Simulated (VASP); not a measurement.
# Si (Fm-3m) in VASP: a series of runs, part 2 of 2

VASP 6.6.1. Earlier steps stand in the parts before.

## 3. Single point, HSE06

The input, POSCAR:

```
Si
1.0
    0.0000000000      1.9327840125      1.9327840125
    1.9327840125      0.0000000000      1.9327840125
    1.9327840125      1.9327840125      0.0000000000
Si
1
Direct
    0.0000000000      0.0000000000      0.0000000000
```

The input, INCAR.step1:

```
PREC = Accurate ; ENCUT = 520
EDIFF = 1E-5 ; ISMEAR = -1
SIGMA = 0.1 ; LREAL = False
LASPH = True ; NELM = 60
ALGO = Normal ; ISIF = 2
LWAVE = True ; GGA = PE
NBANDS = 8
```

The input, INCAR.step2:

```
PREC = Accurate ; ENCUT = 520
EDIFF = 1E-7 ; ISMEAR = -1
SIGMA = 0.1 ; LREAL = False
LASPH = True ; NELM = 60
ALGO = Normal ; ISIF = 2
LWAVE = False ; LCHARG = True
GGA = PE ; LHFCALC = True
HFSCREEN = 0.2079 ; PRECFOCK = Normal
LELF = True ; LVHAR = True
ISTART = 1 ; NBANDS = 8
```

The input, KPOINTS:

```
Automatic mesh
0
Gamma
  7 7 7
```

Potentials or basis: VASP PAW PBE potentials, release 64 (Si).

Command:

```sh
> cat potpaw_PBE.64/Si/POTCAR > POTCAR
> cp INCAR.step1 INCAR
> mpirun -np 1 vasp_std > vasp.out
> cp INCAR.step2 INCAR
> mpirun -np 1 vasp_std > vasp.out
```

OUTCAR:

```text
PREC = Accurate
   ENCUT = 520
   EDIFF = 1E-7
   ISMEAR = -1
   LREAL = False
   LASPH = True
   NELM = 60
   ISIF = 2
   GGA = PE
   LHFCALC = True
   HFSCREEN = 0.2079
   PRECFOCK = Normal
   ISTART = 1

 ion  position               nearest neighbor table
   1  0.000  0.000  0.000-

  LATTYP: Found a face centered cubic cell.
 ALAT       =     3.8655680250

  Lattice vectors:

 A1 = (   0.0000000000,   1.9327840125,   1.9327840125)
 A2 = (   1.9327840125,   0.0000000000,   1.9327840125)
 A3 = (   1.9327840125,   1.9327840125,   0.0000000000)

Analysis of symmetry for initial positions (statically):
=====================================================================
 Subroutine PRICEL returns:
 Original cell was already a primitive cell.

 Routine SETGRP: Setting up the symmetry group for a
 face centered cubic supercell.

 Subroutine GETGRP returns: Found 48 space group operations
 (whereof 48 operations were pure point group operations)
 out of a pool of 48 trial point group operations.

The static configuration has the point symmetry O_h .

Analysis of symmetry for dynamics (positions and initial velocities):
=====================================================================
 Subroutine PRICEL returns:
 Original cell was already a primitive cell.

 Routine SETGRP: Setting up the symmetry group for a
 face centered cubic supercell.

 Subroutine GETGRP returns: Found 48 space group operations
 (whereof 48 operations were pure point group operations)
 out of a pool of 48 trial point group operations.

The dynamic configuration has the point symmetry O_h .

 Subroutine INISYM returns: Found 48 space group operations
 (whereof 48 operations are pure point group operations),
 and found     1 'primitive' translations

----------------------------------------------------------------------------------------

                                     Primitive cell

  volume of cell :      14.4404

  direct lattice vectors                    reciprocal lattice vectors
     0.000000000  1.932784012  1.932784012    -0.258694193  0.258694193  0.258694193
     1.932784012  0.000000000  1.932784012     0.258694193 -0.258694193  0.258694193
     1.932784012  1.932784012  0.000000000     0.258694193  0.258694193 -0.258694193

  length of vectors
     2.733369364  2.733369364  2.733369364     0.448071486  0.448071486  0.448071486

  position of ions in fractional coordinates (direct lattice)
     0.000000000  0.000000000  0.000000000

  ion indices of the primitive-cell ions
   primitive index   ion index
                 1           1

----------------------------------------------------------------------------------------

 KPOINTS: Automatic mesh

Automatic generation of k-mesh.
 Grid dimensions read from file:
 generate k-points for:    7    7    7

 Generating k-lattice:

  Cartesian coordinates                     Fractional coordinates (reciprocal lattice)
    -0.036956313  0.036956313  0.036956313     0.142857143  0.000000000  0.000000000
     0.036956313 -0.036956313  0.036956313     0.000000000  0.142857143  0.000000000
     0.036956313  0.036956313 -0.036956313     0.000000000  0.000000000  0.142857143

  Length of vectors
     0.064010212  0.064010212  0.064010212

  Shift w.r.t. Gamma in fractional coordinates (k-lattice)
     0.000000000  0.000000000  0.000000000

 Subroutine IBZKPT returns following result:
 ===========================================

 Found     20 irreducible k-points:

 Following reciprocal coordinates:
            Coordinates               Weight
  0.000000  0.000000  0.000000      1.000000
  0.142857  0.000000  0.000000      8.000000
  0.285714  0.000000  0.000000      8.000000
  0.428571  0.000000  0.000000      8.000000
  0.142857  0.142857  0.000000      6.000000
  0.285714  0.142857  0.000000     24.000000
[... 12 lines left out ...]
 -0.428571  0.428571  0.142857     24.000000
 -0.285714  0.428571  0.142857     24.000000
   k-points           NKPTS =     20   k-points in BZ     NKDIM =    343   number of bands    NBANDS=      8
   number of dos      NEDOS =    301   number of ions     NIONS =      1
   total plane-waves  NPLWV =   8000
   dimension x,y,z NGX =    20 NGY =   20 NGZ =   20
   dimension x,y,z NGXF=    40 NGYF=   40 NGZF=   40
   ions per type =               1
   NGX,Y,Z   is equivalent  to a cutoff of  12.16, 12.16, 12.16 a.u.
   NGXF,Y,Z  is equivalent  to a cutoff of  24.33, 24.33, 24.33 a.u.
 SYSTEM =  unknown system
   PREC   = accura    normal or accurate (medium, high low for compatibility)
   ISTART =      1    job   : 0-new  1-cont  2-samecut
   ICHARG =      0    charge: 1-file 2-atom 10-const
   ISPIN  =      1    spin polarized calculation?
   LNONCOLLINEAR =      F non collinear calculations
   LSORBIT =      F    spin-orbit coupling
   LASPH  =      T    aspherical Exc in radial PAW
   ENCUT  =  520.0 eV  38.22 Ry    6.18 a.u.   5.08  5.08  5.08*2*pi/ulx,y,z
   NELM   =     60;   NELMIN=  2; NELMDL=  0     # of ELM steps
   EDIFF  = 0.1E-06   stopping-criterion for ELM
   LREAL  =      F    real-space projection
   EDIFFG = 0.1E-05   stopping-criterion for IOM
   NSW    =      0    number of steps for IOM
   IBRION =     -1    ionic relax: 0-MD 1-quasi-New 2-CG
   NFREE  =      0    steps in history (QN), initial steepest desc. (CG)
   ISIF   =      2    stress and relaxation
   ISYM   =      3    0-nonsym 1-usesym 2-fastsym
   POTIM  = 0.5000    time-step for ionic-motion
   TEBEG  =    0.0;   TEEND  =   0.0 temperature during run
   PSTRESS=    0.0 pullay stress
   NELECT =       4.0000    total number of electrons
   NUPDOWN=      -1.0000    fix difference up-down
   EMIN   =  10.00;   EMAX   =-10.00  energy-range for DOS
   EFERMI =   0.00;   METHOD = LEGACY
   ISMEAR =    -1;   SIGMA  =   0.10  broadening in eV -4-tet -1-fermi 0-gaus
   EFERMI_NEDOS =   21; number of points for ismear=-14 and -15
   IALGO  =     38    algorithm
   IMIX   =      1    mixing-type and parameters
     AMIX     =   0.40;   BMIX     =  1.00
     AMIX_MAG =   1.60;   BMIX_MAG =  1.00
  volume/ion in A,a.u.               =      14.44        97.45
  Fermi-wavevector in a.u.,A,eV,Ry     =   1.067173  2.016665 15.495107  1.138858
  Thomas-Fermi vector in A             =   2.202781
   LORBIT       =      0    0 simple, 1 ext, 2 COOP (PROOUT), +10 PAW based schemes
   GGA     = PE    functional components
   LHFCALC =     T    Hartree Fock is set to
   PRECFOCK=normal    Normal, Fast or Accurate (Low or Medium for compatibility)
   ENCUT4O =  -1.0   cutoff for four orbital integrals eV
   NKREDX  =     1    reduce k-point grid by
   NKREDY  =     1    reduce k-point grid by
   NKREDZ  =     1    reduce k-point grid by
   AEXX    =    0.2500 exact exchange contribution
   HFSCREEN=    0.2079 screening length (either q_TF or 0.3 A-1)
   HFSCREENC=   0.2079 screening length for correlation (either q_TF or 0.3 A-1)
   ENCUTFOCK=  -1.0 apply spherical cutoff to Coloumb kernel
   IVDW    =     0    specifies the selected vdW correction
   LEPSILON=     F    determine dielectric tensor
   LRPA    =     F    only Hartree local field effects (RPA)
 non-spin polarized calculation
  energy-cutoff  :      520.00
  volume of cell :       14.44
 maximum number of plane-waves:       395
  NGX = 16; NGY = 16; NGZ = 16

 number of electron       4.0000000 magnetization

 Free energy of the ion-electron system (eV)
  ---------------------------------------------------
  ext. energy  EPLUGINS =         0.00000000
  ---------------------------------------------------
  free energy    TOTEN  =        -5.57482812 eV

  energy without entropy =       -5.56191774  energy(sigma->0) =       -5.56837293

 E-fermi :  10.2177     XC(G=0):  -9.2091

 val. band max:       10.1095769640   @ k =   0.2857   0.0000   0.0000
 cond. band min:      10.2331195932   @ k =   0.4286   0.2857   0.0000
 fundamental gap:      0.1235426292
 Fermi energy:        10.2177124191

 k-point     1 :       0.0000    0.0000    0.0000
  band No.  band energies     occupation
      1      -6.1488      2.00000
      2      22.4989      0.00000
      3      22.4989      0.00000
      4      22.4989      0.00000
      5      23.1934      0.00000
      6      23.1934      0.00000
      7      23.1934      0.00000
      8      28.4609      0.00000
[... 199 lines left out ...]
 k-point    20 :      -0.2857    0.4286    0.1429
  band No.  band energies     occupation
      1       5.0971      2.00000
      2       6.1923      2.00000
      3       7.3664      2.00000
      4      11.3272      0.00003
      5      22.5121      0.00000
      6      27.0994      0.00000
      7      28.5101      0.00000
      8      29.8227      0.00000

------------------------ aborting loop because EDIFF is reached ----------------------------------------

  FORCE on cell =-STRESS in cart. coord.  units (eV):
  Direction    XX          YY          ZZ          XY          YZ          ZX
  --------------------------------------------------------------------------------------
  -------------------------------------------------------------------------------------
  Total       -0.1568431     -0.1568431     -0.1568431     -0.0000000      0.0000000      0.0000000
  in kB      -17.4018690    -17.4018690    -17.4018690     -0.0000000      0.0000000      0.0000000
  external PRESSURE =     -17.4018690 kB  Pullay stress =       0.0000000 kB

 VOLUME and BASIS-vectors are now :
 -----------------------------------------------------------------------------
  energy-cutoff  :      520.00
  volume of cell :       14.44
      direct lattice vectors                 reciprocal lattice vectors
     0.000000000  1.932784012  1.932784012    -0.258694193  0.258694193  0.258694193
     1.932784012  0.000000000  1.932784012     0.258694193 -0.258694193  0.258694193
     1.932784012  1.932784012  0.000000000     0.258694193  0.258694193 -0.258694193

 POSITION                                       TOTAL-FORCE (eV/Angst)
 -----------------------------------------------------------------------------------
      0.00000      0.00000      0.00000         0.000000      0.000000      0.000000
 -----------------------------------------------------------------------------------
    total drift:                               -0.000000     -0.000001     -0.000000

  FREE ENERGIE OF THE ION-ELECTRON SYSTEM (eV)
  ---------------------------------------------------
  free  energy   TOTEN  =        -5.5748281173 eV

  energy  without entropy=       -5.5619177388  energy(sigma->0) =       -5.56837293
```

OUTCAR.step1:

```text
PREC = Accurate
   ENCUT = 520
   EDIFF = 1E-5
   ISMEAR = -1
   LREAL = False
[... 428 lines left out ...]

 POSITION                                       TOTAL-FORCE (eV/Angst)
 -----------------------------------------------------------------------------------
      0.00000      0.00000      0.00000         0.000000      0.000000      0.000000
 -----------------------------------------------------------------------------------
    total drift:                                0.000000      0.000000     -0.000000

  FREE ENERGIE OF THE ION-ELECTRON SYSTEM (eV)
  ---------------------------------------------------
  free  energy   TOTEN  =        -4.8791654403 eV

  energy  without entropy=       -4.8652782353  energy(sigma->0) =       -4.87222184
```

OSZICAR.step1:

```text
N       E                     dE             d eps       ncg     rms          rms(c)
DAV:   1    -0.271393025793E+01   -0.27139E+01   -0.17697E+03   328   0.382E+02
DAV:   2    -0.489008563090E+01   -0.21762E+01   -0.20478E+01   536   0.299E+01
DAV:   3    -0.489930728121E+01   -0.92217E-02   -0.92200E-02   344   0.202E+00
DAV:   4    -0.489931633493E+01   -0.90537E-05   -0.90528E-05   576   0.685E-02
DAV:   5    -0.489931633408E+01    0.84609E-09   -0.11780E-09   352   0.215E-04    0.266E+00
DAV:   6    -0.488653520747E+01    0.12781E-01   -0.38846E-03   376   0.272E-01    0.147E+00
DAV:   7    -0.487919851443E+01    0.73367E-02   -0.79084E-03   360   0.387E-01    0.135E-01
DAV:   8    -0.487916510179E+01    0.33413E-04   -0.29882E-05   464   0.450E-02    0.138E-02
DAV:   9    -0.487916544033E+01   -0.33854E-06   -0.33048E-07   272   0.338E-03
   1 F= -.48791654E+01 E0= -.48722218E+01  d E =-.138872E-01
```

It took 2.6 min on 1 thread of Intel Xeon Platinum 8259CL at 2.50GHz (Skylake/Cascade Lake), shared host; peak memory 0.22 GiB.

What came out:

- Free energy: -5.5748 eV
- Pressure: -1.7 GPa
- Band gap on the k mesh: zero (band 2 reaches 22.50 eV, above the bottom of band 3 at 7.37 eV)

Levels at points of the mesh, in eV from the Fermi level:
```
           k point  band 1  band 2  band 3  band 4  band 5
(0.00, 0.00, 0.00)  -16.37   12.28   12.28   12.28   12.98
```

Caveat: the k points lie up to 0.40 Å⁻¹ apart; the PAW data sets were made with another functional, which shifts forces and pressure a little.

## 4. Single point, PBE

The input, INCAR:

```
SYSTEM = Si
ALGO = Normal
EDIFF = 1E-6
ENCUT = 520
GGA = PE
ISIF = 2
ISMEAR = -1
LASPH = .TRUE.
LCHARG = .FALSE.
LREAL = .FALSE.
LWAVE = .FALSE.
NBANDS = 8
NELM = 100
PREC = Accurate
SIGMA = 0.1
```

The input, KPOINTS:

```
k-points
0
G
  14 14 14
  0 0 0
```

The input, POSCAR:

```
Si
1.0
    0.0000000000      1.9327840105      1.9327840105
    1.9327840105      0.0000000000      1.9327840105
    1.9327840105      1.9327840105      0.0000000000
Si
1
Direct
    0.0000000000      0.0000000000      0.0000000000
```

Command:

```sh
> cat potpaw_PBE.64/Si/POTCAR > POTCAR
> mpirun -np 1 vasp_std > vasp.out
```

It took 6.4 s on 1 thread of Intel Xeon Platinum 8559C (Emerald Rapids), shared host; peak memory 0.12 GiB.

The run converged. Its results:

```
Free energy            : -4.8909 eV
Pressure               : 0.0 GPa
Band gap on the k mesh : zero (band 2 reaches 21.36 eV, above the bottom of band 3 at 7.32 eV)
```

Levels at points of the mesh, in eV from the Fermi level:
```
           k point  band 1  band 2  band 3  band 4  band 5
(0.00, 0.00, 0.00)  -14.49   11.15   11.15   11.15   11.92
(0.50, 0.00, 0.00)   -7.63   -6.98    8.56    8.56   10.84
(0.50, 0.50, 0.00)   -5.38   -4.53    3.18    3.18    4.38
```

## 5. Single point, PBE (volume scaled by 0.88)

The input, INCAR:

```
SYSTEM = Si
  PREC = Accurate
  ENCUT = 520
  EDIFF = 1E-6
  ISMEAR = -1
  SIGMA = 0.1
  LREAL = .False.
  LASPH = .True.
  NELM = 60
  ALGO = Normal
  ISIF = 2
  LWAVE = .False.
  LCHARG = .False.
  GGA = PE
  NBANDS = 8
```

The input, KPOINTS:

```
Automatic mesh
0
Gamma
  16 16 16
  0 0 0
```

The input, POSCAR:

```
Si
1.0
    0.0000000000      1.8521559374      1.8521559374
    1.8521559374      0.0000000000      1.8521559374
    1.8521559374      1.8521559374      0.0000000000
Si
1
Direct
    0.0000000000      0.0000000000      0.0000000000
```

Command:

```sh
> cat potpaw_PBE.64/Si/POTCAR > POTCAR
> mpirun -np 1 vasp_std > vasp.out
```

Run time: 9.6 s. Hardware: 1 thread of Intel Xeon Platinum 8559C (Emerald Rapids), shared host; peak memory 0.12 GiB.

It converged, with:

```yaml
Free_energy: -4.8210 eV
Pressure: 14.4 GPa
Band_gap_on_the_k_mesh: zero (band 2 reaches 24.42 eV, above the bottom of band 3 at 8.65 eV)
```

Levels at points of the mesh, in eV from the Fermi level:
```csv
k point,band 1,band 2,band 3,band 4,band 5,band 6
"(0.00, 0.00, 0.00)",-15.76,12.40,12.40,12.40,12.77,12.77
"(0.50, 0.00, 0.00)",-8.05,-7.87,9.78,9.78,11.20,11.20
"(0.50, 0.50, 0.00)",-6.05,-4.66,3.56,3.56,4.11,7.66
```

## 6. Overview

| level | cell | k mesh | grid for exact exchange (PRECFOCK) | screening parameter | gap on the mesh (eV) | pressure (GPa) |
| --- | --- | --- | --- | --- | --- | --- |
| PBE | a = 2.733 Å, angles 60.0°, 1 atom | 7 × 7 × 7 | - | - | none | 0.2 |
| HSE06 | a = 2.733 Å, angles 60.0°, 1 atom | 7 × 7 × 7 | Normal | 0.2079 1/Å | none | -1.7 |
| PBE | a = 2.733 Å, angles 60.0°, 1 atom | 14 × 14 × 14 | - | - | none | 0.0 |
| PBE | a = 2.619 Å, angles 60.0°, 1 atom | 16 × 16 × 16 | - | - | none | 14.4 |

Alike in all rows: task single point; potentials or basis VASP PAW PBE potentials, release 64 (Si); no spin polarisation; cutoff (eV) 520; smearing fermi-dirac 0.1 eV.

Caveats: some runs use coarse meshes; the PAW data sets were made with another functional, which shifts forces and pressure a little (some runs).

Total energies depend on the potentials used, so only differences within one code and one set of settings carry meaning.
